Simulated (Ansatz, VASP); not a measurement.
**One calculation of BN, two programs**

```
B N
1.0
     2.56597    0.00000    0.00000
    -1.28298    2.22219    0.00000
     0.00000    0.00000    4.30352
B N
2 2
Direct
  0.33333 0.66667 0.99947
  0.66667 0.33333 0.49947
  0.33333 0.66667 0.37453
  0.66667 0.33333 0.87453
```

Change from the starting cell: strained cell.

Alike in both runs: functional PBEsol; k mesh 9 × 9 × 6; occupations gaussian, width 0.02 eV; no spin polarisation.

Ansatz relaxed the structure, and its values are those at the end. VASP's run is a single point on that final structure, the one shown.

|  | VASP | Ansatz |
| --- | --- | --- |
| version | VASP 6.6.1 | Ansatz 0.2.0 |
| potentials or method | VASP PAW PBE potentials, release 64 (B, N), cutoff 520 eV | scalar-relativistic, plane waves, PAW |
| valence electrons in the cell | 16 | 16 |

Ansatz gave:

- gap on the k mesh at the Fermi level (eV): 5.02
- least direct gap on the mesh (eV): 7.85
- pressure (GPa): -15.4
- rms of the force components (eV/Å): 0.000

What did VASP give for the same quantities?

gap on the k mesh at the Fermi level (eV): 5.00; least direct gap on the mesh (eV): 7.85; pressure (GPa): -14.8; rms of the force components (eV/Å): 0.005.

VASP's potentials were made for PBE, not for PBEsol, and Ansatz warns of the same on its side. With one functional, cell and mesh, what is left measures potentials, basis and numerics. Ansatz's warnings: stress scf threshold loose.
